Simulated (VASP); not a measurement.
# Cr in VASP: further runs

The runs below take Cr through electric field gradients, with PBE.

Everything below comes from runs of VASP 6.6.1. Logs are shortened: lines on timing, memory, paths and dates and some standing lists are left out, and cuts for length are marked.

### 1 The cell of the first run

The structure is cubic, space group Im-3m (No. 229). Conventional cell: a = 2.893 Å, b = 2.893 Å, c = 2.893 Å, α = 90.00°, β = 90.00°, γ = 90.00°. Cr (site symmetry m-3m) has 14 Cr at 2.51 to 2.89 Å within 3.3 Å.

### 2 Electric field gradients, PBE, collinear spin, ferromagnetic start (12.11 Å³/atom)

Contents of INCAR:

```
PREC = Accurate
ENCUT = 520
EDIFF = 1E-8
ISMEAR = -1
SIGMA = 0.08
LREAL = F
LASPH = T
NELM = 150
ALGO = Normal
ISIF = 2
LWAVE = F
LCHARG = F
ISPIN = 2
MAGMOM = 3
LORBIT = 11
LMAXMIX = 4
GGA = PE
LEFG = T
NBANDS = 16
```

Contents of KPOINTS:

```
Automatic mesh
0
Gamma
  18 18 18
```

Contents of POSCAR:

```
Cr
1.0
   -1.4467405668      1.4467405668      1.4467405668
    1.4467405668     -1.4467405668      1.4467405668
    1.4467405668      1.4467405668     -1.4467405668
Cr
1
Direct
    0.0000000000      0.0000000000      0.0000000000
```

Potentials or basis: VASP PAW PBE potentials, release 64 (Cr_pv).

Run with:

```
$ cat potpaw_PBE.64/Cr_pv/POTCAR > POTCAR
$ mpirun -np 1 vasp_std > vasp.out
```

OUTCAR:

```text
PREC = Accurate
   ENCUT = 520
   EDIFF = 1E-8
   ISMEAR = -1
   LREAL = F
   LASPH = T
   NELM = 150
   ISIF = 2
   ISPIN = 2
   LORBIT = 11
   GGA = PE

 ion  position               nearest neighbor table
   1  0.000  0.000  0.000-

  LATTYP: Found a body centered cubic cell.
 ALAT       =     2.8934811336

  Lattice vectors:

 A1 = (  -1.4467405668,   1.4467405668,   1.4467405668)
 A2 = (   1.4467405668,  -1.4467405668,   1.4467405668)
 A3 = (   1.4467405668,   1.4467405668,  -1.4467405668)

Analysis of symmetry for initial positions (statically):
=====================================================================
 Subroutine PRICEL returns:
 Original cell was already a primitive cell.

 Routine SETGRP: Setting up the symmetry group for a
 body centered cubic supercell.

 Subroutine GETGRP returns: Found 48 space group operations
 (whereof 48 operations were pure point group operations)
 out of a pool of 48 trial point group operations.

The static configuration has the point symmetry O_h .

Analysis of symmetry for dynamics (positions and initial velocities):
=====================================================================
 Subroutine PRICEL returns:
 Original cell was already a primitive cell.

 Routine SETGRP: Setting up the symmetry group for a
 body centered cubic supercell.

 Subroutine GETGRP returns: Found 48 space group operations
 (whereof 48 operations were pure point group operations)
 out of a pool of 48 trial point group operations.

The dynamic configuration has the point symmetry O_h .

Analysis of structural, dynamic, and magnetic symmetry:
=====================================================================
 Subroutine PRICEL returns:
 Original cell was already a primitive cell.

 Routine SETGRP: Setting up the symmetry group for a
 body centered cubic supercell.

 Subroutine GETGRP returns: Found 48 space group operations
 (whereof 48 operations were pure point group operations)
 out of a pool of 48 trial point group operations.

The overall configuration has the point symmetry O_h .

 Subroutine INISYM returns: Found 48 space group operations
 (whereof 48 operations are pure point group operations),
 and found     1 'primitive' translations

----------------------------------------------------------------------------------------

                                     Primitive cell

  volume of cell :      12.1124

  direct lattice vectors                    reciprocal lattice vectors
    -1.446740567  1.446740567  1.446740567     0.000000000  0.345604465  0.345604465
     1.446740567 -1.446740567  1.446740567     0.345604465  0.000000000  0.345604465
     1.446740567  1.446740567 -1.446740567     0.345604465  0.345604465  0.000000000

  length of vectors
     2.505828167  2.505828167  2.505828167     0.488758522  0.488758522  0.488758522

  position of ions in fractional coordinates (direct lattice)
     0.000000000  0.000000000  0.000000000

  ion indices of the primitive-cell ions
   primitive index   ion index
                 1           1

----------------------------------------------------------------------------------------

 KPOINTS: Automatic mesh

Automatic generation of k-mesh.
 Grid dimensions read from file:
 generate k-points for:   18   18   18

 Generating k-lattice:

  Cartesian coordinates                     Fractional coordinates (reciprocal lattice)
     0.000000000  0.019200248  0.019200248     0.055555556  0.000000000  0.000000000
     0.019200248  0.000000000  0.019200248     0.000000000  0.055555556  0.000000000
     0.019200248  0.019200248  0.000000000     0.000000000  0.000000000  0.055555556

  Length of vectors
     0.027153251  0.027153251  0.027153251

[... 45 lines left out ...]
   ISTART =      0    job   : 0-new  1-cont  2-samecut
   ICHARG =      2    charge: 1-file 2-atom 10-const
   ISPIN  =      2    spin polarized calculation?
   LNONCOLLINEAR =      F non collinear calculations
   LSORBIT =      F    spin-orbit coupling
   LASPH  =      T    aspherical Exc in radial PAW
   ENCUT  =  520.0 eV  38.22 Ry    6.18 a.u.   4.66  4.66  4.66*2*pi/ulx,y,z
   NELM   =    150;   NELMIN=  2; NELMDL= -5     # of ELM steps
   EDIFF  = 0.1E-07   stopping-criterion for ELM
   LREAL  =      F    real-space projection
   EDIFFG = 0.1E-06   stopping-criterion for IOM
   NSW    =      0    number of steps for IOM
   IBRION =     -1    ionic relax: 0-MD 1-quasi-New 2-CG
   NFREE  =      0    steps in history (QN), initial steepest desc. (CG)
   ISIF   =      2    stress and relaxation
   ISYM   =      2    0-nonsym 1-usesym 2-fastsym
   POTIM  = 0.5000    time-step for ionic-motion
   TEBEG  =    0.0;   TEEND  =   0.0 temperature during run
   PSTRESS=    0.0 pullay stress
   NELECT =      12.0000    total number of electrons
   NUPDOWN=      -1.0000    fix difference up-down
   EMIN   =  10.00;   EMAX   =-10.00  energy-range for DOS
   EFERMI =   0.00;   METHOD = LEGACY
   ISMEAR =    -1;   SIGMA  =   0.08  broadening in eV -4-tet -1-fermi 0-gaus
   EFERMI_NEDOS =   21; number of points for ismear=-14 and -15
   IALGO  =     38    algorithm
   IMIX   =      4    mixing-type and parameters
     AMIX     =   0.40;   BMIX     =  1.00
     AMIX_MAG =   1.60;   BMIX_MAG =  1.00
  volume/ion in A,a.u.               =      12.11        81.74
  Fermi-wavevector in a.u.,A,eV,Ry     =   1.632017  3.084064 36.238824  2.663478
  Thomas-Fermi vector in A             =   2.724057
   LORBIT       =     11    0 simple, 1 ext, 2 COOP (PROOUT), +10 PAW based schemes
   GGA     = PE    functional components
   LHFCALC =     F    Hartree Fock is set to
   AEXX    =    0.0000 exact exchange contribution
   IVDW    =     0    specifies the selected vdW correction
   LEPSILON=     F    determine dielectric tensor
   LRPA    =     F    only Hartree local field effects (RPA)
 spin polarized calculation
  energy-cutoff  :      520.00
  volume of cell :       12.11
 maximum number of plane-waves:       338
   NGX =  9   NGY =  9   NGZ =  9

 number of electron      11.9999993 magnetization      -0.0000218

 number of electron      11.9999993 magnetization       0.0000007

 Free energy of the ion-electron system (eV)
  ---------------------------------------------------
  ext. energy  EPLUGINS =         0.00000000
  ---------------------------------------------------
  free energy    TOTEN  =        -9.50064106 eV

  energy without entropy =       -9.48310550  energy(sigma->0) =       -9.49187328

 E-fermi :  10.3113     XC(G=0): -13.4008

 val. band max:       10.2927696672   @ k =  -0.3333   0.3333   0.2778
 cond. band min:      10.3203714117   @ k =   0.3889   0.0556   0.0556
 fundamental gap:      0.0276017445
 Fermi energy:        10.3113284365

 spin component 1

 k-point     1 :       0.0000    0.0000    0.0000
  band No.  band energies     occupation
      1     -32.4816      1.00000
      2     -32.4816      1.00000
      3     -32.4816      1.00000
      4       2.6269      1.00000
      5       9.4539      0.99998
      6       9.4539      0.99998
[... 435 lines left out ...]
      5       8.0902      1.00000
      6       9.9586      0.98798
[... 8 lines left out ...]
     15      39.8509      0.00000
     16      40.6456      0.00000

 [... further k-points ...]

 spin component 2

 k-point     1 :       0.0000    0.0000    0.0000
  band No.  band energies     occupation
      1     -32.4816      1.00000
      2     -32.4816      1.00000
      3     -32.4816      1.00000
      4       2.6269      1.00000
      5       9.4539      0.99998
      6       9.4539      0.99998
[... 435 lines left out ...]
      5       8.0902      1.00000
      6       9.9586      0.98798
[... 8 lines left out ...]
     15      39.8509      0.00000
     16      40.6456      0.00000

 [... further k-points ...]

------------------------ aborting loop because EDIFF is reached ----------------------------------------

  FORCE on cell =-STRESS in cart. coord.  units (eV):
  Direction    XX          YY          ZZ          XY          YZ          ZX
  --------------------------------------------------------------------------------------
  -------------------------------------------------------------------------------------
  Total       -0.8591363     -0.8591363     -0.8591363     -0.0000000     -0.0000000     -0.0000000
  in kB     -113.6424734   -113.6424734   -113.6424734     -0.0000000     -0.0000000     -0.0000000
  external PRESSURE =    -113.6424734 kB  Pullay stress =       0.0000000 kB

 VOLUME and BASIS-vectors are now :
 -----------------------------------------------------------------------------
  energy-cutoff  :      520.00
  volume of cell :       12.11
      direct lattice vectors                 reciprocal lattice vectors
    -1.446740567  1.446740567  1.446740567     0.000000000  0.345604465  0.345604465
     1.446740567 -1.446740567  1.446740567     0.345604465  0.000000000  0.345604465
     1.446740567  1.446740567 -1.446740567     0.345604465  0.345604465  0.000000000

 POSITION                                       TOTAL-FORCE (eV/Angst)
 -----------------------------------------------------------------------------------
      0.00000      0.00000      0.00000        -0.000000      0.000000     -0.000000
 -----------------------------------------------------------------------------------
    total drift:                                0.000000     -0.000000      0.000000

  FREE ENERGIE OF THE ION-ELECTRON SYSTEM (eV)
  ---------------------------------------------------
  free  energy   TOTEN  =        -9.5006410646 eV

  energy  without entropy=       -9.4831054986  energy(sigma->0) =       -9.49187328

 Electric field gradients (V/A^2)
---------------------------------------------------------------------
 ion       V_xx      V_yy      V_zz      V_xy      V_xz      V_yz
---------------------------------------------------------------------
   1       0.000     0.000    -0.000    -0.002    -0.002    -0.002
---------------------------------------------------------------------

 Electric field gradients after diagonalization (V/A^2)
 (convention: |V_zz| > |V_xx| > |V_yy|)
----------------------------------------------------------------------
 ion       V_xx      V_yy      V_zz     asymmetry (V_yy - V_xx)/ V_zz
----------------------------------------------------------------------
   1       0.002     0.002    -0.004       0.000
----------------------------------------------------------------------

           NMR quadrupolar parameters

 Cq : quadrupolar parameter    Cq=e*Q*V_zz/h
 eta: asymmetry parameters     (V_yy - V_xx)/ V_zz
 Q  : nuclear electric quadrupole moment in mb (millibarn)
----------------------------------------------------------------------
 ion       Cq(MHz)       eta       Q (mb)
----------------------------------------------------------------------
   1      -0.000       0.000       1.000
----------------------------------------------------------------------

 total charge

# of ion       s       p       d       tot
------------------------------------------
    1        0.423   6.377   4.158  10.958

 magnetization (x)

# of ion       s       p       d       tot
------------------------------------------
    1       -0.000  -0.000   0.000   0.000
```

It took 72 s on 1 thread of AMD EPYC 7R13 (Zen 3), shared host; peak memory 0.14 GiB.

Results:

- Free energy: -9.5006 eV
- Pressure: -11.4 GPa
- Band gap on the k mesh: zero (filled and empty bands overlap)
- Net moment: 0.00 μB per cell
- Largest electric field gradient by atom: zero within the noise of the run
- Valence electrons inside the program's atomic spheres: Cr 10.96

Caveat: the cell stands under tension.

(Continued in part 2 of 3.)
